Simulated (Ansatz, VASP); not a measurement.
## InSb: VASP beside Ansatz

File INCAR:

```
SYSTEM = InSb
ALGO     = Normal         ! electronic algorithm
EDIFF    = 1E-7           ! SCF threshold, eV
ENCUT    = 520            ! plane-wave cutoff, eV
ISIF     = 2              ! what is computed and relaxed
ISMEAR   = -1             ! smearing method
LASPH    = .True.         ! aspherical terms in the spheres
LCHARG   = .True.         ! write CHGCAR
LELF     = .True.         ! ELF
LREAL    = .False.        ! projectors in reciprocal space
LVHAR    = .True.       
LWAVE    = .False.        ! write WAVECAR
NBANDS   = 16             ! bands
NELM     = 60             ! most SCF steps
PREC     = Accurate       ! precision mode
SIGMA    = 0.03           ! smearing width, eV
```

Contents of KPOINTS:

```
k-points
0
Gamma
  10 10 10
  0 0 0
```

Contents of POSCAR:

```
InSb
1.0
    0.0000000000      3.2391000000      3.2391000000
    3.2391000000      0.0000000000      3.2391000000
    3.2391000000      3.2391000000      0.0000000000
In Sb
1 1
Direct
    0.0000000000      0.0000000000      0.0000000000
    0.7500000000      0.7500000000      0.7500000000
```

Input for Ansatz:

```yaml
crystal:
  lattice:
    - [0.0, 3.2391, 3.2391]
    - [3.2391, 0.0, 3.2391]
    - [3.2391, 3.2391, 0.0]
  atoms:
    - { symbol: In, position: [0.0, 0.0, 0.0] }
    - { symbol: Sb, position: [0.75, 0.75, 0.75] }
kpoints:
  mp_grid: { grid: [10, 10, 10] }
  band_path:
    path:
      - [0.0, 0.0, 0.0]
      - [-0.5, -0.5, 0.0]
      - [-0.375, -0.375, 0.25]
      - [-0.375, 0.0, 0.375]
      - [0.0, 0.0, 0.0]
      - [0.0, 0.0, 0.5]
      - [-0.5, -0.25, 0.25]
      - [-0.5, -0.5, 0.0]
    npoints: 5
scf:
  occupations: { method: fermi_dirac, width: 0.03 }
hamiltonian:
  xc: lda
  pseudopotentials: { kind: all_electron, lapw: { basis_error: 0.00025 } }
output:
  forces: true
  stress: true
  eigenvalues: true
```

Alike in both runs: task single point; functional LDA; k mesh 10 × 10 × 10; occupations fermi-dirac, width 0.03 eV; no spin polarisation.

|  | VASP | Ansatz |
| --- | --- | --- |
| version | VASP 6.6.1 | Ansatz 0.2.0 |
| potentials or method | VASP PAW LDA potentials, release 64 (In_d, Sb), cutoff 520 eV | all-electron LAPW, scalar-relativistic |

VASP gave:

```
pressure (GPa) : -0.5
```

Task: Which values does Ansatz return?

Result: Pressure (GPa): -0.6.

LDA's correlation is that of Perdew and Zunger in VASP and of Perdew and Wang (1992) in Ansatz. Ansatz ran all-electron here, and VASP with PAW potentials.

Neither program's run includes spin-orbit coupling.
